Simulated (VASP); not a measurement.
The system is TiB2.

```xyz
3
Lattice="3.0292 0.0000 0.0000 -1.5146 2.6234 0.0000 0.0000 0.0000 3.2284" Properties=species:S:1:pos:R:3 pbc="T T T"
Ti    0.0000    0.0000    0.0000
B     1.5146    0.8745    1.6142
B     0.0000    1.7489    1.6142
```

| Item | Value |
| --- | --- |
| Program | VASP 6.6.1 |
| Task | relaxation of cell and atoms |
| Functional | BLYP |
| Dispersion | D3(BJ) |
| Potentials or basis | VASP PAW PBE potentials, release 64 (Ti_sv, B) |
| Cutoff | 600 eV |
| k mesh | 10 × 10 × 8 |
| Occupations | fermi-dirac, width 0.05 eV |
| Spin | no spin polarisation |

At the start: pressure -11.0 GPa; volume 8.55 Å³/atom.

Task: Where does the relaxation end?

Result: Over 3 steps the energy falls by 13.7 meV/atom and the volume is 8.19 Å³/atom (-4.2 %); space group P6/mmm (No. 191, to 0.05 Å).

Step by step:
```
step  energy change (eV)  largest force (eV/Å)  pressure (GPa)  volume (Å³)
   1              0.0000                0.0000          -11.05        25.66
   2              0.0009                0.0000           12.91        23.53
   3             -0.0412                0.0000           -0.05        24.57
```

Final structure:
```
Ti B
1.0
     2.97888    0.00000    0.00000
    -1.48944    2.57979    0.00000
     0.00000    0.00000    3.19680
Ti B
1 2
Direct
  0.00000 0.00000 0.00000
  0.66667 0.33333 0.50000
  0.33333 0.66667 0.50000
```

Caveat: the PAW data sets were made with another functional, which shifts forces and pressure a little; pairwise dispersion overbinds metals, which lowers pressure and volume.
